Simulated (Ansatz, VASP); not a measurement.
**AlN in VASP and in Ansatz**

```
Al N
1.0
     0.00000    2.00403    2.00403
     2.00403    0.00000    2.00403
     2.00403    2.00403    0.00000
Al N
1 1
Direct
  0.00000 0.00000 0.00000
  0.50000 0.50000 0.50000
```

Change from the starting cell: volume scaled by 1.04, ions relaxed.

Alike in both runs: functional PBE; k mesh 13 × 13 × 13; occupations fermi-dirac, width 0.02 eV; no spin polarisation.

Ansatz relaxed the structure, and its values are those at the end. VASP's run is a single point on that final structure, the one shown.

|  | VASP | Ansatz |
| --- | --- | --- |
| version | VASP 6.6.1 | Ansatz 0.2.0 |
| potentials or method | VASP PAW PBE potentials, release 64 (Al, N) | plane-wave PAW, scalar-relativistic |
| plane-wave cutoff (eV) | 600 | 420 |
| valence electrons in the cell | 8 | 8 |

|  | VASP | Ansatz | Ansatz less VASP |
| --- | --- | --- | --- |
| gap on the k mesh at the Fermi level (eV) | 4.96 | 4.98 | +0.024 |
| pressure (GPa) | 12.4 | 12.8 | +0.47 |

Ansatz's warnings: stress scf threshold loose.
